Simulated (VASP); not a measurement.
# SnSe2 in VASP: notebook

Runs on SnSe2. Level: PBE+D3(BJ). Tasks: relaxation of cell and atoms, single point.

Everything below comes from runs of VASP 6.6.1. Logs are shortened: lines on timing, memory, paths and dates and some standing lists are left out, and cuts for length are marked.

**1. The cell of the first run**

The structure is hexagonal, space group P-6m2 (No. 187). Conventional cell: a = 3.112 Å, b = 3.112 Å, c = 6.193 Å, α = 90.00°, β = 90.00°, γ = 120.00°. Sn (site symmetry -6m2) has 6 Se at 2.35 Å and 6 Sn at 3.11 Å within 3.2 Å. Se (site symmetry 3m) has 3 Sn at 2.35 Å and 8 Se at 3.04 to 3.15 Å within 3.2 Å.

**2. Relaxation of cell and atoms, PBE+D3(BJ)**

Input file INCAR:

```
  PREC = Accurate
  ENCUT = 600
  EDIFF = 1E-6
  ISMEAR = 0
  SIGMA = 0.1
  LREAL = False
  LASPH = True
  NELM = 80
  ALGO = Normal
  ISIF = 3
  LWAVE = False
  LCHARG = False
  GGA = PE
  IVDW = 12
  IBRION = 2
  NSW = 90
  EDIFFG = -0.04
```

Input file KPOINTS:

```
regular mesh
0
Gamma
  6 6 4
```

Input file POSCAR:

```
SnSe2
1.0
    3.1117827600      0.0000000000      0.0000000000
   -1.5558913800      2.6948829300      0.0000000000
    0.0000000000      0.0000000000      6.1928460600
Sn Se
1 2
Direct
    0.0000000000      0.0000000000      0.5000000000
    0.3333333300      0.6666666700      0.2543257100
    0.3333333300      0.6666666700      0.7456742900
```

Potentials or basis: VASP PAW PBE potentials, release 64 (Sn_d, Se).

Command:

```sh
> cat potpaw_PBE.64/Sn_d/POTCAR potpaw_PBE.64/Se/POTCAR > POTCAR
> mpirun -np 1 vasp_std > vasp.out
```

OUTCAR:

```text
PREC = Accurate
   ENCUT = 600
   EDIFF = 1E-6
   ISMEAR = 0
   LREAL = False
   LASPH = True
   NELM = 80
   ISIF = 3
   GGA = PE
   IVDW = 12
   IBRION = 2
   NSW = 90
   EDIFFG = -0.04
 IVDW          = 12

 ion  position               nearest neighbor table
   1  0.000  0.000  0.500-   2 2.35   3 2.35   2 2.35   3 2.35   2 2.35   3 2.35
   2  0.333  0.667  0.254-   1 2.35   1 2.35   1 2.35
   3  0.333  0.667  0.746-   1 2.35   1 2.35   1 2.35

  LATTYP: Found a hexagonal cell.
 ALAT       =     3.1117827600
 C/A-ratio  =     1.9901280191

  Lattice vectors:

 A1 = (   3.1117827600,   0.0000000000,   0.0000000000)
 A2 = (  -1.5558913800,   2.6948829300,   0.0000000000)
 A3 = (   0.0000000000,   0.0000000000,   6.1928460600)

Analysis of symmetry for initial positions (statically):
=====================================================================
 Subroutine PRICEL returns:
 Original cell was already a primitive cell.

 Routine SETGRP: Setting up the symmetry group for a
 hexagonal supercell.

 Subroutine GETGRP returns: Found 12 space group operations
 (whereof 12 operations were pure point group operations)
 out of a pool of 24 trial point group operations.

The static configuration has the point symmetry D_3h.

Analysis of symmetry for dynamics (positions and initial velocities):
=====================================================================
 Subroutine PRICEL returns:
 Original cell was already a primitive cell.

 Routine SETGRP: Setting up the symmetry group for a
 hexagonal supercell.

 Subroutine GETGRP returns: Found 12 space group operations
 (whereof 12 operations were pure point group operations)
 out of a pool of 24 trial point group operations.

The dynamic configuration has the point symmetry D_3h.

 Subroutine INISYM returns: Found 12 space group operations
 (whereof 12 operations are pure point group operations),
 and found     1 'primitive' translations

----------------------------------------------------------------------------------------

                                     Primitive cell

  volume of cell :      51.9325

  direct lattice vectors                    reciprocal lattice vectors
     3.111782760  0.000000000  0.000000000     0.321359194  0.185536817  0.000000000
    -1.555891380  2.694882930  0.000000000     0.000000000  0.371073633  0.000000000
     0.000000000  0.000000000  6.192846060     0.000000000  0.000000000  0.161476644

  length of vectors
     3.111782760  3.111782768  6.192846060     0.371073634  0.371073633  0.161476644

  position of ions in fractional coordinates (direct lattice)
     0.000000000  0.000000000  0.500000000
     0.333333330  0.666666670  0.254325710
     0.333333330  0.666666670  0.745674290

  ion indices of the primitive-cell ions
   primitive index   ion index
                 1           1
                 2           2
                 3           3

----------------------------------------------------------------------------------------

 KPOINTS: regular mesh

Automatic generation of k-mesh.
 Grid dimensions read from file:
 generate k-points for:    6    6    4

 Generating k-lattice:

  Cartesian coordinates                     Fractional coordinates (reciprocal lattice)
     0.053559866  0.030922803  0.000000000     0.166666667  0.000000000  0.000000000
     0.000000000  0.061845606  0.000000000     0.000000000  0.166666667  0.000000000
     0.000000000  0.000000000  0.040369161     0.000000000  0.000000000  0.250000000

  Length of vectors
     0.061845606  0.061845606  0.040369161

  Shift w.r.t. Gamma in fractional coordinates (k-lattice)
     0.000000000  0.000000000  0.000000000

 Subroutine IBZKPT returns following result:
 ===========================================

 Found     21 irreducible k-points:

 Following reciprocal coordinates:
            Coordinates               Weight
  0.000000  0.000000  0.000000      1.000000
  0.166667  0.000000  0.000000      6.000000
  0.333333  0.000000  0.000000      6.000000
  0.500000  0.000000  0.000000      3.000000
  0.166667  0.166667  0.000000      6.000000
  0.333333  0.166667  0.000000     12.000000
[... 13 lines left out ...]
  0.333333  0.166667  0.500000     12.000000
  0.333333  0.333333  0.500000      2.000000
   k-points           NKPTS =     21   k-points in BZ     NKDIM =     21   number of bands    NBANDS=     17
   number of dos      NEDOS =    301   number of ions     NIONS =      3
   total plane-waves  NPLWV =  39200
   dimension x,y,z NGX =    28 NGY =   28 NGZ =   50
   dimension x,y,z NGXF=    56 NGYF=   56 NGZF=  100
   ions per type =               1   2
   NGX,Y,Z   is equivalent  to a cutoff of  14.96, 14.96, 13.42 a.u.
   NGXF,Y,Z  is equivalent  to a cutoff of  29.92, 29.92, 26.84 a.u.
 SYSTEM =  unknown system
   PREC   = accura    normal or accurate (medium, high low for compatibility)
   ISTART =      0    job   : 0-new  1-cont  2-samecut
   ICHARG =      2    charge: 1-file 2-atom 10-const
   ISPIN  =      1    spin polarized calculation?
   LNONCOLLINEAR =      F non collinear calculations
   LSORBIT =      F    spin-orbit coupling
   LASPH  =      T    aspherical Exc in radial PAW
   ENCUT  =  600.0 eV  44.10 Ry    6.64 a.u.   6.22  6.22 12.37*2*pi/ulx,y,z
   NELM   =     80;   NELMIN=  2; NELMDL= -5     # of ELM steps
   EDIFF  = 0.1E-05   stopping-criterion for ELM
   LREAL  =      F    real-space projection
   EDIFFG = -.4E-01   stopping-criterion for IOM
   NSW    =     90    number of steps for IOM
   IBRION =      2    ionic relax: 0-MD 1-quasi-New 2-CG
   NFREE  =      1    steps in history (QN), initial steepest desc. (CG)
   ISIF   =      3    stress and relaxation
   ISYM   =      2    0-nonsym 1-usesym 2-fastsym
   POTIM  = 0.5000    time-step for ionic-motion
   TEBEG  =    0.0;   TEEND  =   0.0 temperature during run
   PSTRESS=    0.0 pullay stress
   NELECT =      26.0000    total number of electrons
   NUPDOWN=      -1.0000    fix difference up-down
   EMIN   =  10.00;   EMAX   =-10.00  energy-range for DOS
   EFERMI =   0.00;   METHOD = LEGACY
   ISMEAR =     0;   SIGMA  =   0.10  broadening in eV -4-tet -1-fermi 0-gaus
   EFERMI_NEDOS =   21; number of points for ismear=-14 and -15
   IALGO  =     38    algorithm
   IMIX   =      4    mixing-type and parameters
     AMIX     =   0.40;   BMIX     =  1.00
     AMIX_MAG =   1.60;   BMIX_MAG =  1.00
  volume/ion in A,a.u.               =      17.31       116.82
  Fermi-wavevector in a.u.,A,eV,Ry     =   1.299928  2.456509 22.991316  1.689814
  Thomas-Fermi vector in A             =   2.431160
   LORBIT       =      0    0 simple, 1 ext, 2 COOP (PROOUT), +10 PAW based schemes
   GGA     = PE    functional components
   LHFCALC =     F    Hartree Fock is set to
   AEXX    =    0.0000 exact exchange contribution
   IVDW    =    12    specifies the selected vdW correction
   LEPSILON=     F    determine dielectric tensor
   LRPA    =     F    only Hartree local field effects (RPA)
 conjugate gradient relaxation of ions
 non-spin polarized calculation
 Gauss-broadening in eV      SIGMA  =   0.10
  energy-cutoff  :      600.00
  volume of cell :       51.93
 maximum number of plane-waves:      1765
 NGX is ok and might be reduce to    28
   NGX = 13   NGY = 13   NGZ = 25

--------------------------------------- Ionic step        1  -------------------------------------------

 number of electron      25.9999995 magnetization

 Free energy of the ion-electron system (eV)
  ---------------------------------------------------
  ext. energy  EPLUGINS =         0.00000000
  ---------------------------------------------------
  free energy    TOTEN  =        -4.62004760 eV

  energy without entropy =       -4.61375096  energy(sigma->0) =       -4.61689928

 E-fermi :  10.1140     XC(G=0): -11.2991

 val. band max:       10.0982945605   @ k =   0.1667   0.0000   0.2500
 cond. band min:      10.2229533737   @ k =   0.1667   0.0000   0.0000
 fundamental gap:      0.1246588132
 Fermi energy:        10.1139850634

 k-point     1 :       0.0000    0.0000    0.0000
  band No.  band energies     occupation
      1     -13.0502      2.00000
      2     -13.0502      2.00000
      3     -12.9670      2.00000
      4     -12.8269      2.00000
      5     -12.8269      2.00000
      6      -9.0530      2.00000
[... 9 lines left out ...]
     16      15.5071      0.00000
     17      15.5071      0.00000
[... 436 lines left out ...]
  energy  without entropy=       -6.2300135553  energy(sigma->0) =       -6.23316188

--------------------------------------- Ionic step        2  -------------------------------------------

 number of electron      25.9999950 magnetization

 E-fermi :  -0.7414     XC(G=0):  -6.8390

 val. band max:       -0.7694948293   @ k =   0.1667   0.0000   0.2500
 cond. band min:      -0.7379179807   @ k =   0.1667   0.1667   0.0000
 fundamental gap:      0.0315768486
 Fermi energy:        -0.7413584725

 k-point     1 :       0.0000    0.0000    0.0000
  band No.  band energies     occupation
      1     -22.7070      2.00000
      2     -22.7070      2.00000
      3     -22.6838      2.00000
      4     -22.6818      2.00000
      5     -22.6818      2.00000
      6     -12.1469      2.00000
[... 9 lines left out ...]
     16       1.8311      0.00000
     17       1.8311      0.00000
[... 473 lines left out ...]
  FREE ENERGIE OF THE ION-ELECTRON SYSTEM (eV)
  ---------------------------------------------------
  free  energy   TOTEN  =        -8.8006915911 eV

  energy  without entropy=       -8.7716007905  energy(sigma->0) =       -8.78614619

 E-fermi :   4.7840     XC(G=0):  -9.6233

 val. band max:        4.7503361538   @ k =   0.0000   0.0000   0.5000
 cond. band min:       4.8228378330   @ k =   0.3333   0.1667   0.2500
 fundamental gap:      0.0725016792
 Fermi energy:         4.7839946394

 k-point     1 :       0.0000    0.0000    0.0000
  band No.  band energies     occupation
      1     -16.8288      2.00000
      2     -16.8288      2.00000
      3     -16.7574      2.00000
      4     -16.7303      2.00000
      5     -16.7303      2.00000
      6      -9.4666      2.00000
[... 9 lines left out ...]
     16       9.6530      0.00000
     17       9.6530      0.00000
[... 383 lines left out ...]
      1     -16.8020      2.00000
      2     -16.7855      2.00000
      3     -16.7834      2.00000
      4     -16.7623      2.00000
      5     -16.7053      2.00000
      6      -7.3980      2.00000
[... 9 lines left out ...]
     16       9.1221      0.00000
     17      11.1374      0.00000

[... ionic steps 4 to 19 ...]

--------------------------------------- Ionic step       20  -------------------------------------------

 number of electron      25.9999988 magnetization

------------------------ aborting loop because EDIFF is reached ----------------------------------------

 Edisp (eV)   -0.92263

 E8    (eV) :    -0.4003
[... 71 lines left out ...]
  energy  without entropy=      -12.3887885414  energy(sigma->0) =      -12.38881093

--------------------------------------- Ionic step       22  -------------------------------------------

 number of electron      25.9999988 magnetization

 Free energy of the ion-electron system (eV)
  ---------------------------------------------------
  ext. energy  EPLUGINS =         0.00000000
  ---------------------------------------------------
  free energy    TOTEN  =       -11.46702302 eV

  energy without entropy =      -11.46699397  energy(sigma->0) =      -11.46700850

 E-fermi :   4.1301     XC(G=0):  -8.8466

 val. band max:        3.9140424642   @ k =   0.3333   0.3333   0.2500
 cond. band min:       4.3400152834   @ k =   0.5000   0.0000   0.5000
 fundamental gap:      0.4259728192
 Fermi energy:         4.1301160855

 k-point     1 :       0.0000    0.0000    0.0000
  band No.  band energies     occupation
      1     -17.6973      2.00000
      2     -17.6973      2.00000
      3     -17.6768      2.00000
      4     -17.6716      2.00000
      5     -17.6716      2.00000
      6     -10.6983      2.00000
[... 9 lines left out ...]
     16       6.3520      0.00000
     17       7.4034      0.00000
[... 432 lines left out ...]
  FREE ENERGIE OF THE ION-ELECTRON SYSTEM (eV)
  ---------------------------------------------------
  free  energy   TOTEN  =       -12.3892667135 eV

  energy  without entropy=      -12.3892376591  energy(sigma->0) =      -12.38925219

 reached required accuracy - stopping structural energy minimisation
```

Wall time 12 min (1 thread of Intel Xeon 8259CL, shared host); peak memory 0.19 GiB.

Results:

* Free energy: -12.3893 eV
* Relaxed volume: 29.52 Å³/atom
* Relaxed cell: a = 4.212 Å, b = 4.212 Å, c = 5.764 Å, α = 90.00°, β = 90.00°, γ = 120.00°
* Space group after relaxing (to 0.1 Å): P-6m2 (No. 187)
* Energy gained by relaxing: 2051.0 meV/atom
* Ionic steps: 22
* Pressure after relaxing: 0.0 GPa
* Band gap on the k mesh: 0.43 eV (least direct gap 0.73 eV)
* Dispersion energy per atom: -0.307 eV

Step by step:
```
step  energy change (eV)  largest force (eV/Å)  pressure (GPa)  volume (Å³)
   1              0.0000                8.8067           85.69        51.93
   2             -1.2090                0.4748           -7.22       157.18
   3             -2.5644                0.7906           -8.58       131.91
   4             -3.7071                0.8140           -8.69       113.10
   5             -5.3314                0.5640           -1.72        78.60
   6             -5.3297                0.1715            3.75        72.57
   7             -5.3583                0.4001            0.48        75.77
   8             -5.3583                0.3674            0.95        75.24
   9             -5.5396                0.4055            0.76        76.60
  10             -5.9225                0.7283            2.17        79.83
  11             -6.0073                0.4944           -1.73        86.97
  12             -6.0081                0.4709           -2.04        87.70
  13             -6.0801                0.4745           -1.89        89.11
  14             -5.9069                2.4311            1.46        92.63
  15             -6.1140                0.3953           -1.68        89.85
  16             -6.1337                0.4477           -0.79        91.34
  17             -6.1424                0.0543           -1.32        90.66
  18             -6.1439                0.0388           -1.22        90.81
  19             -6.1523                0.0824            0.07        88.22
  20             -6.1525                0.0666           -0.08        88.54
  21             -6.1525                0.0639           -0.12        88.58
  22             -6.1530                0.0013           -0.03        88.57
```

Final structure:
```
Sn Se
1.0
     4.21243    0.00000    0.00000
    -2.10621    3.64807    0.00000
     0.00000    0.00000    5.76350
Sn Se
1 2
Direct
  0.00000 0.00000 0.50000
  0.33333 0.66667 0.21282
  0.33333 0.66667 0.78718
```

Caveat: the volume moved by over 15 % at a fixed basis, so the end points are rough; semilocal functionals underestimate gaps, and a narrow one can read as zero; spin-orbit coupling is left out, which moves the levels of the heavy elements. A k mesh can miss the band edges.

(Continued in part 2 of 2.)
